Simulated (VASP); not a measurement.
# CdS (I-4m2) in VASP: settings compared

Aim: see how the results for CdS move with the level of theory and the settings. Levels: r2SCAN, PBE. Tasks: single point.

Program: VASP 6.6.1. These are calculated values, not measurements. Logs are shortened: lines on timing, memory, paths and dates and some standing lists are left out, and cuts for length are marked.

## 1. The cell of the first run

The structure is tetragonal, space group I-4m2 (No. 119). Conventional cell: a = 4.157 Å, b = 4.157 Å, c = 5.585 Å, α = 90.00°, β = 90.00°, γ = 90.00°. Within 3.3 Å of Cd (site symmetry -4m2) lie 4 S at 2.50 Å. S (site symmetry -4m2) has 4 Cd at 2.50 Å within 3.3 Å.

## 2. Single point, r2SCAN (uniaxial z strain -5.0%)

Input file POSCAR:

```
CdS
1.0
    0.0000000000      2.9392148365      2.7922540947
    2.9392148365      0.0000000000      2.7922540947
    2.9392148365      2.9392148365      0.0000000000
Cd S
1 1
Direct
    0.0000000000      0.0000000000      0.0000000000
    0.2500000000      0.2500000000      0.2500000000
```

Input file INCAR.step1:

```
PREC = Accurate
ENCUT = 520
ISMEAR = 0
SIGMA = 0.01
LREAL = False
LASPH = True
NELM = 80
NBANDS = 16
GGA = PE
ALGO = Normal
EDIFF = 1E-4
LWAVE = True
LCHARG = False
```

Input file INCAR.step2:

```
PREC = Accurate
ENCUT = 520
EDIFF = 1E-6
ISMEAR = 0
SIGMA = 0.01
LREAL = False
LASPH = True
NELM = 80
ALGO = Normal
ISIF = 2
LWAVE = False
LCHARG = False
METAGGA = R2SCAN
LMIXTAU = True
NBANDS = 16
ISTART = 1
```

Input file KPOINTS:

```
regular mesh
0
Gamma
  8 8 8
```

Potentials or basis: VASP PAW PBE potentials, release 64 (Cd, S).

On the command line:

```console
> cat potpaw_PBE.64/Cd/POTCAR potpaw_PBE.64/S/POTCAR > POTCAR
> cp INCAR.step1 INCAR
> mpirun -np 1 vasp_std > vasp.out
> cp INCAR.step2 INCAR
> mpirun -np 1 vasp_std > vasp.out
```

OUTCAR:

```text
PREC = Accurate
   ENCUT = 520
   EDIFF = 1E-6
   ISMEAR = 0
   LREAL = False
   LASPH = True
   NELM = 80
   ISIF = 2
   METAGGA = R2SCAN
   ISTART = 1

 ion  position               nearest neighbor table
   1  0.000  0.000  0.000-   2 2.50   2 2.50   2 2.50   2 2.50
   2  0.250  0.250  0.250-   1 2.50   1 2.50   1 2.50   1 2.50

  LATTYP: Found a body centered tetragonal cell.
 ALAT       =     4.1566774845
 C/A-ratio  =     1.3435028843

  Lattice vectors:

 A1 = (   0.0000000000,  -2.9392148365,  -2.7922540947)
 A2 = (   0.0000000000,   2.9392148365,  -2.7922540947)
 A3 = (   2.9392148365,   0.0000000000,   2.7922540947)

Analysis of symmetry for initial positions (statically):
=====================================================================
 Subroutine PRICEL returns:
 Original cell was already a primitive cell.

 Routine SETGRP: Setting up the symmetry group for a
 body centered tetragonal supercell.

 Subroutine GETGRP returns: Found  8 space group operations
 (whereof  8 operations were pure point group operations)
 out of a pool of 16 trial point group operations.

The static configuration has the point symmetry D_2d.

Analysis of symmetry for dynamics (positions and initial velocities):
=====================================================================
 Subroutine PRICEL returns:
 Original cell was already a primitive cell.

 Routine SETGRP: Setting up the symmetry group for a
 body centered tetragonal supercell.

 Subroutine GETGRP returns: Found  8 space group operations
 (whereof  8 operations were pure point group operations)
 out of a pool of 16 trial point group operations.

The dynamic configuration has the point symmetry D_2d.

 Subroutine INISYM returns: Found  8 space group operations
 (whereof  8 operations are pure point group operations),
 and found     1 'primitive' translations

----------------------------------------------------------------------------------------

                                     Primitive cell

  volume of cell :      48.2445

  direct lattice vectors                    reciprocal lattice vectors
     0.000000000  2.939214837  2.792254095    -0.170113458  0.170113458  0.179066798
     2.939214837  0.000000000  2.792254095     0.170113458 -0.170113458  0.179066798
     2.939214837  2.939214837  0.000000000     0.170113458  0.170113458 -0.179066798

  length of vectors
     4.054092597  4.054092597  4.156677485     0.299903477  0.299903477  0.299903477

  position of ions in fractional coordinates (direct lattice)
     0.000000000  0.000000000  0.000000000
     0.250000000  0.250000000  0.250000000

  ion indices of the primitive-cell ions
   primitive index   ion index
                 1           1
                 2           2

----------------------------------------------------------------------------------------

 KPOINTS: regular mesh

Automatic generation of k-mesh.
 Grid dimensions read from file:
 generate k-points for:    8    8    8

 Generating k-lattice:

  Cartesian coordinates                     Fractional coordinates (reciprocal lattice)
    -0.021264182  0.021264182  0.022383350     0.125000000  0.000000000  0.000000000
     0.021264182 -0.021264182  0.022383350     0.000000000  0.125000000  0.000000000
     0.021264182  0.021264182 -0.022383350     0.000000000  0.000000000  0.125000000

  Length of vectors
     0.037487935  0.037487935  0.037487935

  Shift w.r.t. Gamma in fractional coordinates (k-lattice)
     0.000000000  0.000000000  0.000000000

 Subroutine IBZKPT returns following result:
 ===========================================

 Found     59 irreducible k-points:

 Following reciprocal coordinates:
            Coordinates               Weight
  0.000000  0.000000  0.000000      1.000000
  0.125000  0.000000  0.000000      8.000000
  0.250000  0.000000  0.000000      8.000000
  0.375000 -0.000000  0.000000      8.000000
  0.500000  0.000000  0.000000      4.000000
  0.125000  0.125000  0.000000      2.000000
[... 16 lines left out ...]
  0.250000  0.000000  0.125000     16.000000
  0.375000 -0.000000  0.125000     16.000000
 [... further k-points ...]
   k-points           NKPTS =     59   k-points in BZ     NKDIM =     59   number of bands    NBANDS=     16
   number of dos      NEDOS =    301   number of ions     NIONS =      2
   total plane-waves  NPLWV =  28800
   dimension x,y,z NGX =    30 NGY =   30 NGZ =   32
   dimension x,y,z NGXF=    60 NGYF=   60 NGZF=   64
   ions per type =               1   1
   NGX,Y,Z   is equivalent  to a cutoff of  12.30, 12.30, 12.80 a.u.
   NGXF,Y,Z  is equivalent  to a cutoff of  24.60, 24.60, 25.60 a.u.
 SYSTEM =  unknown system
   PREC   = accura    normal or accurate (medium, high low for compatibility)
   ISTART =      1    job   : 0-new  1-cont  2-samecut
   ICHARG =      0    charge: 1-file 2-atom 10-const
   ISPIN  =      1    spin polarized calculation?
   LNONCOLLINEAR =      F non collinear calculations
   LSORBIT =      F    spin-orbit coupling
   LASPH  =      T    aspherical Exc in radial PAW
   ENCUT  =  520.0 eV  38.22 Ry    6.18 a.u.   7.54  7.54  7.73*2*pi/ulx,y,z
   NELM   =     80;   NELMIN=  2; NELMDL=  0     # of ELM steps
   EDIFF  = 0.1E-05   stopping-criterion for ELM
   LREAL  =      F    real-space projection
   EDIFFG = 0.1E-04   stopping-criterion for IOM
   NSW    =      0    number of steps for IOM
   IBRION =     -1    ionic relax: 0-MD 1-quasi-New 2-CG
   NFREE  =      0    steps in history (QN), initial steepest desc. (CG)
   ISIF   =      2    stress and relaxation
   ISYM   =      2    0-nonsym 1-usesym 2-fastsym
   POTIM  = 0.5000    time-step for ionic-motion
   TEBEG  =    0.0;   TEEND  =   0.0 temperature during run
   PSTRESS=    0.0 pullay stress
   NELECT =      18.0000    total number of electrons
   NUPDOWN=      -1.0000    fix difference up-down
   EMIN   =  10.00;   EMAX   =-10.00  energy-range for DOS
   EFERMI =   0.00;   METHOD = LEGACY
   ISMEAR =     0;   SIGMA  =   0.01  broadening in eV -4-tet -1-fermi 0-gaus
   EFERMI_NEDOS =   21; number of points for ismear=-14 and -15
   IALGO  =     38    algorithm
   IMIX   =      4    mixing-type and parameters
     AMIX     =   0.40;   BMIX     =  1.00
     AMIX_MAG =   1.60;   BMIX_MAG =  1.00
  volume/ion in A,a.u.               =      24.12       162.78
  Fermi-wavevector in a.u.,A,eV,Ry     =   1.178555  2.227146 18.898377  1.388992
  Thomas-Fermi vector in A             =   2.314882
   LORBIT       =      0    0 simple, 1 ext, 2 COOP (PROOUT), +10 PAW based schemes
   METAGGA = R2SCAN    functional components
   LHFCALC =     F    Hartree Fock is set to
   AEXX    =    0.0000 exact exchange contribution
   IVDW    =     0    specifies the selected vdW correction
   LEPSILON=     F    determine dielectric tensor
   LRPA    =     F    only Hartree local field effects (RPA)
 non-spin polarized calculation
 Gauss-broadening in eV      SIGMA  =   0.01
  energy-cutoff  :      520.00
  volume of cell :       48.24
 maximum number of plane-waves:      1321
   NGX = 15   NGY = 15   NGZ = 15

 number of electron      18.0000001 magnetization

 Free energy of the ion-electron system (eV)
  ---------------------------------------------------
  ext. energy  EPLUGINS =         0.00000000
  ---------------------------------------------------
  free energy    TOTEN  =       -29.65083735 eV

  energy without entropy =      -29.65083735  energy(sigma->0) =      -29.65083735

 E-fermi :   1.5156     XC(G=0):  -9.8760

 val. band max:        1.3888137890   @ k =   0.0000   0.0000   0.0000
 cond. band min:       2.9486973070   @ k =   0.0000   0.0000   0.0000
 fundamental gap:      1.5598835180
 Fermi energy:         1.5155633149

 k-point     1 :       0.0000    0.0000    0.0000
  band No.  band energies     occupation
      1     -11.7570      2.00000
      2      -6.7857      2.00000
      3      -6.7856      2.00000
      4      -6.7555      2.00000
      5      -6.2344      2.00000
      6      -6.2123      2.00000
[... 8 lines left out ...]
     15      13.3578      0.00000
     16      13.6783      0.00000

 k-point     2 :       0.1250    0.0000    0.0000
  band No.  band energies     occupation
      1     -11.6902      2.00000
      2      -6.7609      2.00000
      3      -6.7468      2.00000
      4      -6.7103      2.00000
      5      -6.2331      2.00000
      6      -6.2153      2.00000
[... 8 lines left out ...]
     15      12.8452      0.00000
     16      14.0330      0.00000

 k-point     3 :       0.2500    0.0000    0.0000
  band No.  band energies     occupation
      1     -11.5279      2.00000
      2      -6.7083      2.00000
      3      -6.6839      2.00000
      4      -6.5059      2.00000
      5      -6.2199      2.00000
      6      -6.2144      2.00000
[... 8 lines left out ...]
     15      12.4491      0.00000
     16      13.3148      0.00000

 k-point     4 :       0.3750   -0.0000    0.0000
  band No.  band energies     occupation
      1     -11.3655      2.00000
      2      -6.6689      2.00000
      3      -6.6357      2.00000
      4      -6.2127      2.00000
      5      -6.1887      2.00000
      6      -6.1013      2.00000
[... 8 lines left out ...]
     15      13.4816      0.00000
     16      13.5006      0.00000
[... 324 lines left out ...]
 k-point    22 :       0.1250    0.0000    0.1250
  band No.  band energies     occupation
      1     -11.6703      2.00000
      2      -6.7380      2.00000
      3      -6.7379      2.00000
      4      -6.7046      2.00000
      5      -6.2480      2.00000
      6      -6.2042      2.00000
[... 8 lines left out ...]
     15      13.4701      0.00000
     16      14.6760      0.00000

 k-point    23 :       0.2500    0.0000    0.1250
  band No.  band energies     occupation
      1     -11.5415      2.00000
      2      -6.7004      2.00000
      3      -6.6586      2.00000
      4      -6.5744      2.00000
      5      -6.2518      2.00000
      6      -6.1927      2.00000
[... 8 lines left out ...]
     15      13.3028      0.00000
     16      14.8109      0.00000

 k-point    24 :       0.3750   -0.0000    0.1250
  band No.  band energies     occupation
      1     -11.3795      2.00000
      2      -6.6592      2.00000
      3      -6.6042      2.00000
      4      -6.3087      2.00000
      5      -6.1955      2.00000
      6      -6.1436      2.00000
[... 8 lines left out ...]
     15      13.7233      0.00000
     16      14.2456      0.00000

 [... further k-points ...]

------------------------ aborting loop because EDIFF is reached ----------------------------------------

  FORCE on cell =-STRESS in cart. coord.  units (eV):
  Direction    XX          YY          ZZ          XY          YZ          ZX
  --------------------------------------------------------------------------------------
  -------------------------------------------------------------------------------------
  Total        1.0694018      1.0694018      1.2500289      0.0000000      0.0000000      0.0000000
  in kB       35.5143532     35.5143532     41.5128954      0.0000000      0.0000000      0.0000000
  external PRESSURE =      37.5138673 kB  Pullay stress =       0.0000000 kB

 VOLUME and BASIS-vectors are now :
 -----------------------------------------------------------------------------
  energy-cutoff  :      520.00
  volume of cell :       48.24
      direct lattice vectors                 reciprocal lattice vectors
     0.000000000  2.939214837  2.792254095    -0.170113458  0.170113458  0.179066798
     2.939214837  0.000000000  2.792254095     0.170113458 -0.170113458  0.179066798
     2.939214837  2.939214837  0.000000000     0.170113458  0.170113458 -0.179066798

 POSITION                                       TOTAL-FORCE (eV/Angst)
 -----------------------------------------------------------------------------------
      0.00000      0.00000      0.00000         0.000000      0.000000      0.000000
      1.46961      1.46961      1.39613        -0.000000     -0.000000     -0.000000
 -----------------------------------------------------------------------------------
    total drift:                               -0.000060     -0.000060     -0.000089

  FREE ENERGIE OF THE ION-ELECTRON SYSTEM (eV)
  ---------------------------------------------------
  free  energy   TOTEN  =       -29.6508373453 eV

  energy  without entropy=      -29.6508373453  energy(sigma->0) =      -29.65083735
```

Run time: 2.1 min. Hardware: 1 thread of Intel Xeon Platinum 8488C (Sapphire Rapids), shared host; peak memory 0.2 GiB.

Results:

| Item | Value |
| --- | --- |
| Free energy | -29.6508 eV |
| Pressure | 3.8 GPa |
| Band gap on the k mesh | 1.56 eV, direct |

Levels at points of the mesh, in eV from the valence-band top:
```tsv
k point	band 6	band 7	band 8	band 9	band 10	band 11	band 12	band 13
(0.00, 0.00, 0.00)	-7.60	-0.14	-0.14	0.00	1.56	6.99	6.99	7.00
(0.50, 0.00, 0.00)	-7.20	-4.73	-1.01	-0.80	3.40	7.18	7.62	7.93
(0.50, 0.50, 0.00)	-7.05	-3.98	-2.26	-2.26	3.58	4.37	10.23	11.54
(0.50, 0.00, 0.50)	-7.17	-4.30	-2.09	-1.99	3.78	4.86	9.65	11.32
```

Caveat: the cell differs from its parent crystal (uniaxial z strain -5.0%); the PAW data sets were made with another functional, which shifts forces and pressure a little.

## 3. Single point, PBE (uniaxial z strain -5.0%)

Input file INCAR:

```
SYSTEM = CdS
PREC = Accurate
ENCUT = 540
EDIFF = 1E-6
ISMEAR = -1
SIGMA = 0.02
LREAL = .FALSE.
LASPH = .TRUE.
NELM = 120
ALGO = Normal
ISIF = 2
LWAVE = .FALSE.
LCHARG = .FALSE.
GGA = PE
NBANDS = 20
GGA_COMPAT = .FALSE.
```

Input file KPOINTS:

```
regular mesh
0
G
  8 8 8
  0 0 0
```

POSCAR is that of step 2.

Potentials or basis: VASP PAW PBE potentials, release 64 (Cd_sv_GW, S).

On the command line:

```console
> cat potpaw_PBE.64/Cd_sv_GW/POTCAR potpaw_PBE.64/S/POTCAR > POTCAR
> mpirun -np 1 vasp_std > vasp.out
```

It used 89 s of CPU time on 1 thread of AMD EPYC 7R13 Processor (Zen 3), with other jobs on the host.

The run converged. Its results:

```yaml
Free_energy: -6.1609 eV
Pressure: 3.7 GPa
Band_gap_on_the_k_mesh: 1.11 eV, direct
```

Stress tensor (GPa, compression positive):
```
3.46 0.00 0.00
0.00 3.46 0.00
0.00 0.00 4.09
```

Levels at points of the mesh, in eV from the valence-band top:
| k point | band 10 | band 11 | band 12 | band 13 | band 14 | band 15 | band 16 | band 17 |
| --- | --- | --- | --- | --- | --- | --- | --- | --- |
| (0.00, 0.00, 0.00) | -7.39 | -0.14 | -0.14 | 0.00 | 1.11 | 6.46 | 6.46 | 6.49 |
| (0.50, 0.00, 0.00) | -7.00 | -4.65 | -0.98 | -0.78 | 2.94 | 6.74 | 7.15 | 7.48 |
| (0.50, 0.50, 0.00) | -6.86 | -3.95 | -2.20 | -2.20 | 3.30 | 4.00 | 9.59 | 10.78 |
| (0.50, 0.00, 0.50) | -6.97 | -4.26 | -2.03 | -1.94 | 3.49 | 4.46 | 9.03 | 10.59 |

Caveat: the cell differs from its parent crystal (uniaxial z strain -5.0%).
